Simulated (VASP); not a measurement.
Here is a VASP 6.6.1 calculation.

The input INCAR:

```
SYSTEM = AlIn2AsP2
ALGO = Normal
EDIFF = 1E-7
ENCUT = 520
GGA = PS
ISIF = 2
ISMEAR = -1
LASPH = .TRUE.
LCHARG = .TRUE.
LELF = .TRUE.
LREAL = .FALSE.
LVHAR = .TRUE.
LWAVE = .FALSE.
NBANDS = 31
NELM = 60
PREC = Accurate
SIGMA = 0.05
```

Contents of KPOINTS:

```
k-points
0
G
  4 4 2
  0 0 0
```

The input POSCAR:

```
AlIn2AsP2
1.0
    2.8370490000     -2.8370490000      0.0000000000
    0.0000000000      2.8370490000     -2.8370490000
    5.9119950000      5.9119950000      5.9119950000
In P Al As
2 2 1 1
Direct
    0.9701270000      0.9777090000      0.0050970000
    0.3944160000      0.7261450000      0.3531880000
    0.0203630000      0.9915260000      0.2556420000
    0.3489270000      0.6792590000      0.5900740000
    0.7158580000      0.3729310000      0.6754240000
    0.6754830000      0.3677500000      0.9136060000
```

Potentials or basis: VASP PAW PBE potentials, release 64 (In_d, P, Al, As).

Launch:

```sh
$ cat potpaw_PBE.64/In_d/POTCAR potpaw_PBE.64/P/POTCAR potpaw_PBE.64/Al/POTCAR potpaw_PBE.64/As/POTCAR > POTCAR
$ mpirun -np 1 vasp_std > vasp.out
```

Question: Estimate the band gap on the k mesh.

Answer: 0.54 eV, direct.

Question: Estimate the largest force.

Answer: 3.126 eV/Å.

Stress tensor (GPa, compression positive):
```
 3.72 -0.22 -2.36
-0.22  4.61 -1.62
-2.36 -1.62  3.75
```

Caveat: the k points lie up to 0.45 Å⁻¹ apart; the PAW data sets were made with another functional, which shifts forces and pressure a little; spin-orbit coupling is left out, which moves the levels of the heavy elements.
